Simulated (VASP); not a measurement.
# BaY3Si (R-3m) in VASP: a series of runs

The runs below take BaY3Si through single point, relaxation of cell and atoms, with PBE.

Everything below comes from runs of VASP 6.6.1. Logs are shortened: lines on timing, memory, paths and dates and some standing lists are left out, and cuts for length are marked.

## Step 1: The cell of the first run

Symmetry: R-3m, No. 166, trigonal system. The conventional cell has a = 7.114 Å, b = 7.114 Å, c = 10.443 Å, α = 90.00°, β = 90.00°, γ = 120.00°. Ba (site symmetry -3m) has 12 Y at 3.56 to 4.04 Å and 6 Si at 4.46 Å within 4.7 Å. Y (site symmetry 2/m) has 2 Si at 2.69 Å and 2 Ba at 3.56 Å and 4 Y at 3.56 Å within 3.6 Å. Si (site symmetry -3m) has 6 Y at 2.69 Å within 3.5 Å.

The cell was built from a structure type or drawn by symmetry, and may not be a known phase.

## Step 2: Single point, PBE

The input, INCAR:

```
  PREC = Accurate
  ENCUT = 520
  EDIFF = 1E-6
  ISMEAR = 0
  SIGMA = 0.1
  LREAL = F
  LASPH = T
  NELM = 60
  ALGO = Normal
  ISIF = 2
  LWAVE = F
  LCHARG = F
  GGA = PE
  NBANDS = 32
```

The input, KPOINTS:

```
regular mesh
0
Gamma
  3 3 3
```

The input, POSCAR:

```
BaY3Si
1.0
    3.5569915300      2.0536300200      3.4808430800
   -3.5569915300      2.0536300200      3.4808430800
    0.0000000000     -4.1072600400      3.4808430800
Ba Y Si
1 3 1
Direct
    0.0000000000      0.0000000000      0.0000000000
    0.5000000000      0.5000000000      0.0000000000
    0.0000000000      0.5000000000      0.5000000000
    0.5000000000      0.0000000000      0.5000000000
    0.5000000000      0.5000000000      0.5000000000
```

Potentials or basis: VASP PAW PBE potentials, release 64 (Ba_sv, Y_sv, Si).

On the command line:

```sh
$ cat potpaw_PBE.64/Ba_sv/POTCAR potpaw_PBE.64/Y_sv/POTCAR potpaw_PBE.64/Si/POTCAR > POTCAR
$ mpirun -np 1 vasp_std > vasp.out
```

OUTCAR:

```text
PREC = Accurate
   ENCUT = 520
   EDIFF = 1E-6
   ISMEAR = 0
   LREAL = F
   LASPH = T
   NELM = 60
   ISIF = 2
   GGA = PE

 ion  position               nearest neighbor table
   1  0.000  0.000  0.000-   2 3.56   2 3.56   3 3.56   3 3.56   4 3.56   4 3.56   3 4.04   3 4.04
                             4 4.04   4 4.04   2 4.04   2 4.04
   2  0.500  0.500  0.000-   5 2.69   5 2.69   1 3.56   1 3.56   4 3.56   4 3.56   3 3.56   3 3.56
                             4 4.04   3 4.04   4 4.04   3 4.04   1 4.04   1 4.04
   3  0.000  0.500  0.500-   5 2.69   5 2.69   4 3.56   4 3.56   1 3.56   2 3.56   2 3.56   1 3.56
                             2 4.04   1 4.04   1 4.04   2 4.04   4 4.04   4 4.04
   4  0.500  0.000  0.500-   5 2.69   5 2.69   3 3.56   3 3.56   1 3.56   2 3.56   1 3.56   2 3.56
                             2 4.04   1 4.04   2 4.04   1 4.04   3 4.04   3 4.04
   5  0.500  0.500  0.500-   3 2.69   4 2.69   4 2.69   3 2.69   2 2.69   2 2.69

  LATTYP: Found a trigonal (rhomboedric) cell.
 ALAT       =     5.3838511851
 COS(alpha) =     0.1270094055

  Lattice vectors:

 A1 = (   3.5569915300,   2.0536300200,   3.4808430800)
 A2 = (  -3.5569915300,   2.0536300200,   3.4808430800)
 A3 = (   0.0000000000,  -4.1072600400,   3.4808430800)

Analysis of symmetry for initial positions (statically):
=====================================================================
 Subroutine PRICEL returns:
 Original cell was already a primitive cell.

 Routine SETGRP: Setting up the symmetry group for a
 trigonal (rhombohedral) supercell.

 Subroutine GETGRP returns: Found 12 space group operations
 (whereof 12 operations were pure point group operations)
 out of a pool of 12 trial point group operations.

The static configuration has the point symmetry D_3d.

Analysis of symmetry for dynamics (positions and initial velocities):
=====================================================================
 Subroutine PRICEL returns:
 Original cell was already a primitive cell.

 Routine SETGRP: Setting up the symmetry group for a
 trigonal (rhombohedral) supercell.

 Subroutine GETGRP returns: Found 12 space group operations
 (whereof 12 operations were pure point group operations)
 out of a pool of 12 trial point group operations.

The dynamic configuration has the point symmetry D_3d.

 Subroutine INISYM returns: Found 12 space group operations
 (whereof 12 operations are pure point group operations),
 and found     1 'primitive' translations

[... 82 lines left out ...]
   LREAL  =      F    real-space projection
   EDIFFG = 0.1E-04   stopping-criterion for IOM
   NSW    =      0    number of steps for IOM
   IBRION =     -1    ionic relax: 0-MD 1-quasi-New 2-CG
   NFREE  =      0    steps in history (QN), initial steepest desc. (CG)
   ISIF   =      2    stress and relaxation
   ISYM   =      2    0-nonsym 1-usesym 2-fastsym
   POTIM  = 0.5000    time-step for ionic-motion
   TEBEG  =    0.0;   TEEND  =   0.0 temperature during run
   PSTRESS=    0.0 pullay stress
   NELECT =      47.0000    total number of electrons
   NUPDOWN=      -1.0000    fix difference up-down
   EMIN   =  10.00;   EMAX   =-10.00  energy-range for DOS
   EFERMI =   0.00;   METHOD = LEGACY
   ISMEAR =     0;   SIGMA  =   0.10  broadening in eV -4-tet -1-fermi 0-gaus
   EFERMI_NEDOS =   21; number of points for ismear=-14 and -15
   IALGO  =     38    algorithm
   IMIX   =      4    mixing-type and parameters
     AMIX     =   0.40;   BMIX     =  1.00
     AMIX_MAG =   1.60;   BMIX_MAG =  1.00
  volume/ion in A,a.u.               =      30.51       205.91
  Fermi-wavevector in a.u.,A,eV,Ry     =   1.105674  2.089421 16.633335  1.222516
  Thomas-Fermi vector in A             =   2.242165
   LORBIT       =      0    0 simple, 1 ext, 2 COOP (PROOUT), +10 PAW based schemes
   GGA     = PE    functional components
   LHFCALC =     F    Hartree Fock is set to
   AEXX    =    0.0000 exact exchange contribution
   IVDW    =     0    specifies the selected vdW correction
   LEPSILON=     F    determine dielectric tensor
   LRPA    =     F    only Hartree local field effects (RPA)
 non-spin polarized calculation
 Gauss-broadening in eV      SIGMA  =   0.10
  energy-cutoff  :      520.00
  volume of cell :      152.56
 maximum number of plane-waves:      4115
   NGX = 21   NGY = 21   NGZ = 21

 number of electron      47.0000003 magnetization

 Free energy of the ion-electron system (eV)
  ---------------------------------------------------
  ext. energy  EPLUGINS =         0.00000000
  ---------------------------------------------------
  free energy    TOTEN  =       -26.16533909 eV

  energy without entropy =      -26.13558256  energy(sigma->0) =      -26.15046082

 E-fermi :   3.5694     XC(G=0):  -9.4116

 val. band max:        3.5557127807   @ k =  -0.3333   0.3333   0.0000
 cond. band min:       3.6658100987   @ k =   0.3333  -0.0000   0.0000
 fundamental gap:      0.1100973180
 Fermi energy:         3.5694032425

 k-point     1 :       0.0000    0.0000    0.0000
  band No.  band energies     occupation
      1     -38.9114      2.00000
      2     -38.8653      2.00000
      3     -38.8653      2.00000
      4     -24.2235      2.00000
      5     -19.1659      2.00000
      6     -19.1154      2.00000
[... 199 lines left out ...]
     31       5.7801      0.00000
     32       6.4104      0.00000

------------------------ aborting loop because EDIFF is reached ----------------------------------------

  FORCE on cell =-STRESS in cart. coord.  units (eV):
  Direction    XX          YY          ZZ          XY          YZ          ZX
  --------------------------------------------------------------------------------------
  -------------------------------------------------------------------------------------
  Total        8.3825637      8.3825637      3.7840123      0.0000000     -0.0000000     -0.0000000
  in kB       88.0332457     88.0332459     39.7394996      0.0000000     -0.0000000     -0.0000000
  external PRESSURE =      71.9353304 kB  Pullay stress =       0.0000000 kB

 VOLUME and BASIS-vectors are now :
 -----------------------------------------------------------------------------
  energy-cutoff  :      520.00
  volume of cell :      152.56
      direct lattice vectors                 reciprocal lattice vectors
     3.556991530  2.053630020  3.480843080     0.140568229  0.081157105  0.095762241
    -3.556991530  2.053630020  3.480843080    -0.140568229  0.081157105  0.095762241
     0.000000000 -4.107260040  3.480843080     0.000000000 -0.162314210  0.095762241

 POSITION                                       TOTAL-FORCE (eV/Angst)
 -----------------------------------------------------------------------------------
      0.00000      0.00000      0.00000        -0.000000     -0.000000     -0.000000
      0.00000      2.05363      3.48084         0.000000      0.000000     -0.000000
     -1.77850     -1.02682      3.48084         0.000000      0.000000      0.000000
      1.77850     -1.02682      3.48084        -0.000000     -0.000000      0.000000
      0.00000      0.00000      5.22126        -0.000000     -0.000000     -0.000000
 -----------------------------------------------------------------------------------
    total drift:                                0.000000      0.000000     -0.000000

  FREE ENERGIE OF THE ION-ELECTRON SYSTEM (eV)
  ---------------------------------------------------
  free  energy   TOTEN  =       -26.1653390910 eV

  energy  without entropy=      -26.1355825568  energy(sigma->0) =      -26.15046082
```

stdout:

```text
POSCAR found type information on POSCAR BaY Si
 POSCAR found :  3 types and       5 ions
 scaLAPACK will be used
 LDA part: xc-table for (Slater+PW92), standard interpolation
 POSCAR, INCAR and KPOINTS ok, starting setup
 FFT: planning ... GRIDC
 FFT: planning ... GRID_SOFT
 FFT: planning ... GRID
 WAVECAR not read
 entering main loop
```

Run time: 26 s. Hardware: 1 thread of Intel Xeon 6975P-C (Granite Rapids), shared host; peak memory 0.26 GiB.

Results:

```
Free energy            : -26.1653 eV
Pressure               : 7.2 GPa
Band gap on the k mesh : zero (an odd number of electrons rules out a gap without spin polarisation)
```

Stress tensor (GPa, compression positive):
```
8.80 0.00 0.00
0.00 8.80 0.00
0.00 0.00 3.97
```

Levels at points of the mesh, in eV from the Fermi level:
```tsv
k point	band 21	band 22	band 23	band 24	band 25	band 26	band 27	band 28
(0.00, 0.00, 0.00)	-0.93	-0.93	-0.83	-0.49	-0.49	-0.26	0.61	2.07
```

Caveat: the k points lie up to 0.39 Å⁻¹ apart, too coarse for converged energies and pressures of a metal; spin-orbit coupling is left out, which moves the levels of the heavy elements.

## Step 3: Single point, PBE

This run uses another cell than the first one, of 35.48 Å³/atom.

The input, INCAR:

```
SYSTEM = BaY3Si
PREC = Accurate
ENCUT = 520
EDIFF = 1E-6
ISMEAR = 0
SIGMA = 0.1
LREAL = .FALSE.
LASPH = .TRUE.
NELM = 100
ALGO = Fast
ISIF = 2
LWAVE = .FALSE.
LCHARG = .FALSE.
GGA = PE
NBANDS = 32
```

The input, KPOINTS:

```
regular mesh
0
G
  3 3 3
  0 0 0
```

Changes to POSCAR since step 2:

```diff
@@ -2,5 +2,5 @@
 1.0
-    3.5569915300      2.0536300200      3.4808430800
-   -3.5569915300      2.0536300200      3.4808430800
-    0.0000000000     -4.1072600400      3.4808430800
+    3.9101813527      2.2575442566      3.3498089887
+   -3.9101813527      2.2575442566      3.3498089887
+    0.0000000000     -4.5150885132      3.3498089887
 Ba Y Si
```

Potentials or basis: VASP PAW PBE potentials, release 64 (Ba_sv, Y_sv, Si).

On the command line:

```sh
$ cat potpaw_PBE.64/Ba_sv/POTCAR potpaw_PBE.64/Y_sv/POTCAR potpaw_PBE.64/Si/POTCAR > POTCAR
$ mpirun -np 1 vasp_std > vasp.out
```

Run time: 92 s. Hardware: 1 thread of Intel Xeon 6975P-C (Granite Rapids), shared host; peak memory 0.27 GiB.

It converged, with:

```yaml
Free_energy: -26.8864 eV
Pressure: 0.0 GPa
Band_gap_on_the_k_mesh: zero (an odd number of electrons rules out a gap without spin polarisation)
```

Stress tensor (GPa, compression positive):
```
 0.12  0.00  0.00
 0.00  0.12  0.00
 0.00  0.00 -0.34
```

Levels at points of the mesh, in eV from the Fermi level:
| k point | band 22 | band 23 | band 24 | band 25 | band 26 | band 27 |
| --- | --- | --- | --- | --- | --- | --- |
| (0.00, 0.00, 0.00) | -0.82 | -0.77 | -0.69 | -0.69 | -0.65 | 1.25 |

Caveat: the k points lie up to 0.37 Å⁻¹ apart, too coarse for converged energies and pressures of a metal; spin-orbit coupling is left out, which moves the levels of the heavy elements.

## Step 4: Relaxation of cell and atoms, PBE

The input, INCAR:

```
ALGO     = Normal         # electronic algorithm
EDIFF    = 1E-6           # SCF threshold, eV
EDIFFG   = -0.04          # ionic threshold
ENCUT    = 600            # plane-wave cutoff, eV
GGA      = PE             # functional
IBRION   = 2              # ionic algorithm
ISIF     = 3              # what is computed and relaxed
ISMEAR   = 0              # smearing method
LASPH    = True           # aspherical terms in the spheres
LCHARG   = False          # write CHGCAR
LREAL    = False          # projectors in reciprocal space
LWAVE    = False          # write WAVECAR
NELM     = 60             # most SCF steps
NSW      = 90             # ionic steps
PREC     = Accurate       # precision mode
SIGMA    = 0.1            # smearing width, eV
```

The input, KPOINTS:

```
k-points
0
Gamma
  3 3 3
```

Changes to POSCAR since step 3:

```diff
@@ -2,5 +2,5 @@
 1.0
-    3.9101813527      2.2575442566      3.3498089887
-   -3.9101813527      2.2575442566      3.3498089887
-    0.0000000000     -4.5150885132      3.3498089887
+    3.5569915300      2.0536300200      3.4808430800
+   -3.5569915300      2.0536300200      3.4808430800
+    0.0000000000     -4.1072600400      3.4808430800
 Ba Y Si
```

On the command line:

```sh
$ cat potpaw_PBE.64/Ba_sv/POTCAR potpaw_PBE.64/Y_sv/POTCAR potpaw_PBE.64/Si/POTCAR > POTCAR
$ mpirun -np 1 vasp_std > vasp.out
```

It took 4.3 min on 1 thread of Intel Xeon 6975P-C (Granite Rapids), shared host; peak memory 0.34 GiB.

The run converged. Its results:

| Item | Value |
| --- | --- |
| Free energy | -26.8914 eV |
| Relaxed volume | 35.43 Å³/atom |
| Relaxed cell | a = 5.617 Å, b = 5.617 Å, c = 5.617 Å, α = 89.65°, β = 89.65°, γ = 89.65° |
| Space group after relaxing (to 0.1 Å) | Pm-3m (No. 221) |
| Energy gained by relaxing | 145.2 meV/atom |
| Ionic steps | 12 |
| Pressure after relaxing | 0.0 GPa |
| Band gap on the k mesh | zero (an odd number of electrons rules out a gap without spin polarisation) |

The path:
```csv
step,energy change (eV),largest force (eV/Å),pressure (GPa),volume (Å³)
1,0.0000,0.0000,7.19,152.56
2,-0.5861,0.0000,-1.28,184.71
3,-0.5998,0.0000,-0.39,179.78
4,-0.6618,0.0000,-0.29,179.00
5,-0.7146,0.0000,-0.06,177.53
6,-0.7117,0.0000,0.77,173.64
7,-0.7243,0.0000,0.33,175.60
8,-0.7246,0.0000,0.30,175.74
9,-0.7245,0.0000,0.17,176.31
10,-0.7247,0.0000,0.27,175.89
11,-0.7252,0.0000,-0.20,178.18
12,-0.7258,0.0000,-0.01,177.17
```

Final structure:
```
Ba Y Si
1.0
     3.95952    2.28603    3.26227
    -3.95952    2.28603    3.26227
     0.00000   -4.57206    3.26227
Ba Y Si
1 3 1
Direct
  0.00000 0.00000 0.00000
  0.50000 0.50000 0.00000
  0.00000 0.50000 0.50000
  0.50000 0.00000 0.50000
  0.50000 0.50000 0.50000
```

Levels at points of the mesh, in eV from the Fermi level:
| k point | band 22 | band 23 | band 24 | band 25 | band 26 | band 27 |
| --- | --- | --- | --- | --- | --- | --- |
| (0.00, 0.00, 0.00) | -0.82 | -0.81 | -0.69 | -0.69 | -0.69 | 1.46 |

Caveat: the k points lie up to 0.37 Å⁻¹ apart in the final cell, too coarse for converged energies and pressures of a metal; the volume moved by over 15 % at a fixed basis, so the end points are rough; spin-orbit coupling is left out, which moves the levels of the heavy elements.

## Step 5: The runs side by side

```tsv
task	cell	cutoff (eV)	gap on the mesh (eV)	pressure (GPa)
single point	a = 5.384 Å, angles 82.7°, 5 atoms	520	none	7.2
single point	a = 5.622 Å, angles 88.1°, 5 atoms	520	none	0.0
relaxation of cell and atoms	relaxed from a = 5.384 Å, angles 82.7°, 5 atoms	600	none	0.0
```

Alike in all rows: level PBE; potentials or basis VASP PAW PBE potentials, release 64 (Ba_sv, Y_sv, Si); no spin polarisation; k mesh 3 × 3 × 3; smearing gaussian 0.1 eV.

Caveats: all runs use coarse meshes; spin-orbit coupling is left out, which moves the levels of the heavy elements; the volume moved by over 15 % at a fixed basis, so the end points are rough (at least some runs).

Absolute energies hang on the potentials; compare differences alone.
